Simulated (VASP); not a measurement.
Runs of VASP 6.6.1 on TiC. The structure is that of space group Fm-3m (No. 225), or close to it. The cells are those of the table. 

```tsv
cell	gap on the mesh (eV)	pressure (GPa)
a = 3.061, b = 3.061, c = 3.014 Å, angles 60.5, 60.5, 59.0°, 2 atoms	none	-1.6
a = 3.061, b = 3.061, c = 3.106 Å, angles 59.5, 59.5, 61.0°, 2 atoms	none	-8.9
a = 3.037, b = 3.037, c = 3.060 Å, angles 59.8, 59.8, 60.5°, 2 atoms	none	(b)
a = 2.969 Å, angles 60.0°, 2 atoms	none	20.7
a = 3.037, b = 3.037, c = 3.014 Å, angles 60.3, 60.3, 59.5°, 2 atoms	none	(c)
a = 3.106 Å, angles 60.0°, 2 atoms	none	-15.9
a = 3.014 Å, angles 60.0°, 2 atoms	none	6.0
a = 3.062, b = 3.062, c = 2.969 Å, angles 61.0, 61.0, 58.0°, 2 atoms	none	(a)
```

Alike in all rows: task single point; level PBEsol; potentials or basis VASP PAW PBE potentials, release 64 (Ti_sv, C); no spin polarisation; k mesh 18 × 18 × 18; cutoff (eV) 520; smearing gaussian 0.15 eV.

Question: Estimate the missing entries.

Answer: (a) 4.0; (b) -2.0; (c) 2.0.

Caveats: the PAW data sets were made with another functional, which shifts forces and pressure a little; the cell stands under pressure (at least some runs); the stress differs along the axes, from -10 to 2 GPa (at least some runs); the stress differs along the axes, from -13 to -1 GPa (at least some runs); the stress differs along the axes, from -4 to 2 GPa (at least some runs); the stress differs along the axes, from -2 to 4 GPa (at least some runs); the cell stands under tension (at least some runs).

A gap of «none» marks levels without a gap at the run's occupations.
